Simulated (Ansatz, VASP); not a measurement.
AgCl in VASP and in Ansatz

The input INCAR:

```
PREC = Accurate
ENCUT = 520
EDIFF = 1E-6
ISMEAR = -1
SIGMA = 0.02
LREAL = False
LASPH = True
NELM = 60
ALGO = Normal
ISIF = 2
LWAVE = False
LCHARG = False
NBANDS = 16
```

File KPOINTS:

```
Automatic mesh
0
Gamma
  8 8 8
```

POSCAR

```
AgCl
1.0
    0.0000000000      2.7731500000      2.8563445000
    2.7731500000      0.0000000000      2.8563445000
    2.7731500000      2.7731500000      0.0000000000
Ag Cl
1 1
Direct
    0.5000000000      0.5000000000      0.5000000000
    0.0000000000      0.0000000000      0.0000000000
```

Input for Ansatz:

```yaml
crystal:
  lattice:
    - [0.0, 2.77315, 2.8563445]
    - [2.77315, 0.0, 2.8563445]
    - [2.77315, 2.77315, 0.0]
  atoms:
    - { symbol: Ag, position: [0.5, 0.5, 0.5] }
    - { symbol: Cl, position: [0.0, 0.0, 0.0] }
kpoints:
  mp_grid: { grid: [8, 8, 8] }
  band_path:
    path:
      - [0.0, 0.0, 0.0]
      - [0.0, 0.5, 0.5]
      - [0.25, 0.75, 0.5]
      - [0.0, 0.5, 0.0]
      - [0.0, 0.0, 0.0]
      - [0.5, 0.5, 0.0]
      - [0.3678244886, 0.6321755114, 0.0]
      - [-0.3678244886, 0.3678244886, 0.0]
      - [0.0, 0.0, 0.0]
    npoints: 5
scf:
  occupations: { method: fermi_dirac, width: 0.02 }
hamiltonian:
  xc: lda
  pseudopotentials: { kind: all_electron, lapw: { basis_error: 0.0005 } }
output:
  forces: true
  stress: true
  eigenvalues: true
```

Change from the starting cell: zz strain of +3 %.

Alike in both runs: task single point; functional LDA; k mesh 8 × 8 × 8; occupations fermi-dirac, width 0.02 eV; no spin polarisation.

|  | VASP | Ansatz |
| --- | --- | --- |
| version | VASP 6.6.1 | Ansatz 0.2.0 |
| potentials or method | VASP PAW LDA potentials, release 64 (Ag, Cl), cutoff 520 eV | all-electron LAPW, scalar-relativistic |

```tsv
	VASP	Ansatz	Ansatz less VASP
pressure (GPa)	-6.5	-6.5	+0.02
```

LDA's correlation is that of Perdew and Zunger in VASP and of Perdew and Wang (1992) in Ansatz. Ansatz ran all-electron here, and VASP with PAW potentials.
